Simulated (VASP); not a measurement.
# TiN (Fm-3m) in VASP: notebook

The runs below take TiN through single point, relaxation of cell and atoms, with PBE.

Program: VASP 6.6.1. These are calculated values, not measurements. Logs are shortened: lines on timing, memory, paths and dates and some standing lists are left out, and cuts for length are marked.

## 1. The cell of the first run

It takes space group Fm-3m (No. 225, cubic). Conventional cell: a = 4.247 Å, b = 4.247 Å, c = 4.247 Å, α = 90.00°, β = 90.00°, γ = 90.00°. Within 2.8 Å of Ti (site symmetry m-3m) lie 6 N at 2.12 Å. N (site symmetry m-3m) has 6 Ti at 2.12 Å within 2.8 Å.

## 2. Single point, PBE

File INCAR:

```
SYSTEM = TiN
PREC = Accurate
ENCUT = 520
EDIFF = 1E-7
ISMEAR = 0
SIGMA = 0.1
LREAL = .False.
LASPH = .True.
NELM = 80
ALGO = Normal
ISIF = 2
LWAVE = .False.
LCHARG = .True.
GGA = PE
LELF = .True.
LVHAR = .True.
NBANDS = 16
```

File KPOINTS:

```
regular mesh
0
Gamma
  18 18 18
  0 0 0
```

File POSCAR:

```
TiN
1.0
    0.0000000000      2.1233394915      2.1233394915
    2.1233394915      0.0000000000      2.1233394915
    2.1233394915      2.1233394915      0.0000000000
Ti N
1 1
Direct
    0.0000000000      0.0000000000      0.0000000000
    0.5000000000      0.5000000000      0.5000000000
```

Potentials or basis: VASP PAW PBE potentials, release 64 (Ti_sv, N).

Started as:

```bash
$ cat potpaw_PBE.64/Ti_sv/POTCAR potpaw_PBE.64/N/POTCAR > POTCAR
$ mpirun -np 1 vasp_std > vasp.out
```

OUTCAR:

```text
SYSTEM = TiN
   PREC = Accurate
   ENCUT = 520
   EDIFF = 1E-7
   ISMEAR = 0
   LREAL = .False.
   LASPH = .True.
   NELM = 80
   ISIF = 2
   GGA = PE

 ion  position               nearest neighbor table
   1  0.000  0.000  0.000-   2 2.12   2 2.12   2 2.12   2 2.12   2 2.12   2 2.12
   2  0.500  0.500  0.500-   1 2.12   1 2.12   1 2.12   1 2.12   1 2.12   1 2.12

  LATTYP: Found a face centered cubic cell.
 ALAT       =     4.2466789830

  Lattice vectors:

 A1 = (   0.0000000000,   2.1233394915,   2.1233394915)
 A2 = (   2.1233394915,   0.0000000000,   2.1233394915)
 A3 = (   2.1233394915,   2.1233394915,   0.0000000000)

Analysis of symmetry for initial positions (statically):
=====================================================================
 Subroutine PRICEL returns:
 Original cell was already a primitive cell.

 Routine SETGRP: Setting up the symmetry group for a
 face centered cubic supercell.

 Subroutine GETGRP returns: Found 48 space group operations
 (whereof 48 operations were pure point group operations)
 out of a pool of 48 trial point group operations.

The static configuration has the point symmetry O_h .

Analysis of symmetry for dynamics (positions and initial velocities):
=====================================================================
 Subroutine PRICEL returns:
 Original cell was already a primitive cell.

 Routine SETGRP: Setting up the symmetry group for a
 face centered cubic supercell.

 Subroutine GETGRP returns: Found 48 space group operations
 (whereof 48 operations were pure point group operations)
 out of a pool of 48 trial point group operations.

The dynamic configuration has the point symmetry O_h .

 Subroutine INISYM returns: Found 48 space group operations
 (whereof 48 operations are pure point group operations),
 and found     1 'primitive' translations

----------------------------------------------------------------------------------------

                                     Primitive cell

  volume of cell :      19.1465

  direct lattice vectors                    reciprocal lattice vectors
     0.000000000  2.123339491  2.123339491    -0.235478124  0.235478124  0.235478124
     2.123339491  0.000000000  2.123339491     0.235478124 -0.235478124  0.235478124
     2.123339491  2.123339491  0.000000000     0.235478124  0.235478124 -0.235478124

  length of vectors
[... 74 lines left out ...]
   ISTART =      0    job   : 0-new  1-cont  2-samecut
   ICHARG =      2    charge: 1-file 2-atom 10-const
   ISPIN  =      1    spin polarized calculation?
   LNONCOLLINEAR =      F non collinear calculations
   LSORBIT =      F    spin-orbit coupling
   LASPH  =      T    aspherical Exc in radial PAW
   ENCUT  =  520.0 eV  38.22 Ry    6.18 a.u.   5.58  5.58  5.58*2*pi/ulx,y,z
   NELM   =     80;   NELMIN=  2; NELMDL= -5     # of ELM steps
   EDIFF  = 0.1E-06   stopping-criterion for ELM
   LREAL  =      F    real-space projection
   EDIFFG = 0.1E-05   stopping-criterion for IOM
   NSW    =      0    number of steps for IOM
   IBRION =     -1    ionic relax: 0-MD 1-quasi-New 2-CG
   NFREE  =      0    steps in history (QN), initial steepest desc. (CG)
   ISIF   =      2    stress and relaxation
   ISYM   =      2    0-nonsym 1-usesym 2-fastsym
   POTIM  = 0.5000    time-step for ionic-motion
   TEBEG  =    0.0;   TEEND  =   0.0 temperature during run
   PSTRESS=    0.0 pullay stress
   NELECT =      17.0000    total number of electrons
   NUPDOWN=      -1.0000    fix difference up-down
   EMIN   =  10.00;   EMAX   =-10.00  energy-range for DOS
   EFERMI =   0.00;   METHOD = LEGACY
   ISMEAR =     0;   SIGMA  =   0.10  broadening in eV -4-tet -1-fermi 0-gaus
   EFERMI_NEDOS =   21; number of points for ismear=-14 and -15
   IALGO  =     38    algorithm
   IMIX   =      4    mixing-type and parameters
     AMIX     =   0.40;   BMIX     =  1.00
     AMIX_MAG =   1.60;   BMIX_MAG =  1.00
  volume/ion in A,a.u.               =       9.57        64.60
  Fermi-wavevector in a.u.,A,eV,Ry     =   1.573482  2.973449 33.685913  2.475845
  Thomas-Fermi vector in A             =   2.674760
   LORBIT       =      0    0 simple, 1 ext, 2 COOP (PROOUT), +10 PAW based schemes
   GGA     = PE    functional components
   LHFCALC =     F    Hartree Fock is set to
   AEXX    =    0.0000 exact exchange contribution
   IVDW    =     0    specifies the selected vdW correction
   LEPSILON=     F    determine dielectric tensor
   LRPA    =     F    only Hartree local field effects (RPA)
 non-spin polarized calculation
 Gauss-broadening in eV      SIGMA  =   0.10
  energy-cutoff  :      520.00
  volume of cell :       19.15
 maximum number of plane-waves:       534
   NGX = 11   NGY = 11   NGZ = 11

 number of electron      17.0000002 magnetization

 Free energy of the ion-electron system (eV)
  ---------------------------------------------------
  ext. energy  EPLUGINS =         0.00000000
  ---------------------------------------------------
  free energy    TOTEN  =       -19.63849605 eV

  energy without entropy =      -19.63421971  energy(sigma->0) =      -19.63635788

 E-fermi :  11.4023     XC(G=0): -13.0006

 val. band max:       11.3715608931   @ k =  -0.1667   0.1111   0.0000
 cond. band min:      11.4068466037   @ k =   0.1111   0.0556   0.0000
 fundamental gap:      0.0352857106
 Fermi energy:        11.4022938771

 k-point     1 :       0.0000    0.0000    0.0000
  band No.  band energies     occupation
      1     -46.4751      2.00000
      2     -22.4571      2.00000
      3     -22.4571      2.00000
      4     -22.4571      2.00000
      5      -5.6798      2.00000
      6       9.3613      2.00000
[... 433 lines left out ...]
      3     -22.5045      2.00000
      4     -22.4752      2.00000
      5      -4.6476      2.00000
      6       5.9460      2.00000
[... 8 lines left out ...]
     15      24.3131      0.00000
     16      28.4205      0.00000

 [... further k-points ...]
[... 5 lines left out ...]
  --------------------------------------------------------------------------------------
  -------------------------------------------------------------------------------------
  Total        0.0604981      0.0604981      0.0604981      0.0000000     -0.0000000      0.0000000
  in kB        5.0624850      5.0624850      5.0624850      0.0000000     -0.0000000      0.0000000
  external PRESSURE =       5.0624850 kB  Pullay stress =       0.0000000 kB

 VOLUME and BASIS-vectors are now :
 -----------------------------------------------------------------------------
  energy-cutoff  :      520.00
  volume of cell :       19.15
      direct lattice vectors                 reciprocal lattice vectors
     0.000000000  2.123339491  2.123339491    -0.235478124  0.235478124  0.235478124
     2.123339491  0.000000000  2.123339491     0.235478124 -0.235478124  0.235478124
     2.123339491  2.123339491  0.000000000     0.235478124  0.235478124 -0.235478124

 POSITION                                       TOTAL-FORCE (eV/Angst)
 -----------------------------------------------------------------------------------
      0.00000      0.00000      0.00000         0.000000     -0.000000      0.000000
      2.12334      2.12334      2.12334        -0.000000      0.000000     -0.000000
 -----------------------------------------------------------------------------------
    total drift:                                0.000000     -0.000000     -0.000000

  FREE ENERGIE OF THE ION-ELECTRON SYSTEM (eV)
  ---------------------------------------------------
  free  energy   TOTEN  =       -19.6384960480 eV

  energy  without entropy=      -19.6342197086  energy(sigma->0) =      -19.63635788
```

OSZICAR:

```text
N       E                     dE             d eps       ncg     rms          rms(c)
DAV:   1     0.134615418053E+03    0.13462E+03   -0.82063E+03  6256   0.125E+03
DAV:   2    -0.166647918763E+02   -0.15128E+03   -0.14161E+03  6808   0.349E+02
DAV:   3    -0.246360348559E+02   -0.79712E+01   -0.78829E+01  8192   0.827E+01
DAV:   4    -0.248115252506E+02   -0.17549E+00   -0.17534E+00  7360   0.118E+01
DAV:   5    -0.248154329608E+02   -0.39077E-02   -0.39077E-02  7552   0.157E+00    0.181E+01
DAV:   6    -0.200308714039E+02    0.47846E+01   -0.13033E+01  8184   0.534E+01    0.686E+00
DAV:   7    -0.196799534748E+02    0.35092E+00   -0.16922E+00  7416   0.162E+01    0.487E+00
DAV:   8    -0.199155716273E+02   -0.23562E+00   -0.11072E+00  8376   0.155E+01    0.611E+00
DAV:   9    -0.196494598524E+02    0.26611E+00   -0.36506E-01  7096   0.929E+00    0.159E+00
DAV:  10    -0.196416390082E+02    0.78208E-02   -0.33512E-02  7632   0.207E+00    0.432E-01
DAV:  11    -0.196385579473E+02    0.30811E-02   -0.47201E-03  9224   0.836E-01    0.171E-01
DAV:  12    -0.196385045267E+02    0.53421E-04   -0.39793E-04  7128   0.190E-01    0.449E-02
DAV:  13    -0.196384985468E+02    0.59799E-05   -0.59920E-05  8184   0.107E-01    0.179E-02
DAV:  14    -0.196384962453E+02    0.23015E-05   -0.64243E-06  6880   0.291E-02    0.876E-03
DAV:  15    -0.196384961071E+02    0.13818E-06   -0.11493E-06  8480   0.120E-02    0.517E-03
DAV:  16    -0.196384960480E+02    0.59121E-07   -0.23866E-07  7072   0.702E-03
   1 F= -.19638496E+02 E0= -.19636358E+02  d E =-.427634E-02
```

Run time: 2.4 min. Hardware: 1 thread of AMD EPYC, shared host; peak memory 0.15 GiB.

What came out:

```
Free energy : -19.6385 eV
Pressure    : 0.5 GPa
```

## 3. Relaxation of cell and atoms, PBE

File INCAR:

```
SYSTEM = TiN
PREC = Accurate
ENCUT = 600
EDIFF = 1E-6
ISMEAR = 0
SIGMA = 0.1
LREAL = .FALSE.
LASPH = .TRUE.
NELM = 60
ALGO = Normal
ISIF = 3
LWAVE = .FALSE.
LCHARG = .FALSE.
GGA = PE
IBRION = 2
NSW = 100
EDIFFG = -0.005
```

File KPOINTS:

```
Automatic mesh
0
G
  18 18 18
  0 0 0
```

File POSCAR:

```
TiN
1.0
    0.0000000000      2.1220000000      2.1220000000
    2.1220000000      0.0000000000      2.1220000000
    2.1220000000      2.1220000000      0.0000000000
Ti N
1 1
Direct
    0.0000000000      0.0000000000      0.0000000000
    0.5000000000      0.5000000000      0.5000000000
```

Potentials or basis: VASP PAW PBE potentials, release 64 (Ti_sv, N).

Started as:

```bash
$ cat potpaw_PBE.64/Ti_sv/POTCAR potpaw_PBE.64/N/POTCAR > POTCAR
$ mpirun -np 1 vasp_std > vasp.out
```

Wall time 98 s (1 thread of Intel Xeon Platinum 8259CL at 2.50GHz (Skylake/Cascade Lake), shared host); peak memory 0.19 GiB.

Results (log left out):

```yaml
Free_energy: -19.6399 eV
Relaxed_volume: 9.59 Å³/atom
Relaxed_cell: a = 3.004 Å, b = 3.004 Å, c = 3.004 Å, α = 60.00°, β = 60.00°, γ = 60.00°
Space_group_after_relaxing_to_0.05_Å: Fm-3m (No. 225)
Energy_gained_by_relaxing: 0.1 meV/atom
Ionic_steps: 3
Pressure_after_relaxing: 0.0 GPa
```

The path:
| step | energy change (eV) | largest force (eV/Å) | pressure (GPa) | volume (Å³) |
| --- | --- | --- | --- | --- |
| 1 | 0.0000 | 0.0000 | 0.88 | 19.11 |
| 2 | 0.0001 | 0.0000 | -1.05 | 19.26 |
| 3 | -0.0002 | 0.0000 | -0.04 | 19.17 |

Final structure:
```yaml
crystal:
  lattice:
    - [0.00000, 2.12424, 2.12424]
    - [2.12424, 0.00000, 2.12424]
    - [2.12424, 2.12424, 0.00000]
  atoms:
    - { symbol: Ti, position: [0.00000, 0.00000, 0.00000] }
    - { symbol: N, position: [0.50000, 0.50000, 0.50000] }
```

Levels at points of the mesh, in eV from the Fermi level:
```tsv
k point	band 7	band 8	band 9	band 10	band 11	band 12
(0.00, 0.00, 0.00)	-2.04	-2.04	-0.61	-0.61	-0.61	0.57
(0.50, 0.00, 0.00)	-5.45	-5.45	1.67	1.67	2.33	5.69
(0.50, 0.50, 0.00)	-3.23	-3.23	-3.04	1.62	2.36	2.36
```

PBE usually gives volumes a little too large and moduli too small. Zero-point motion and thermal expansion aren't in these numbers.
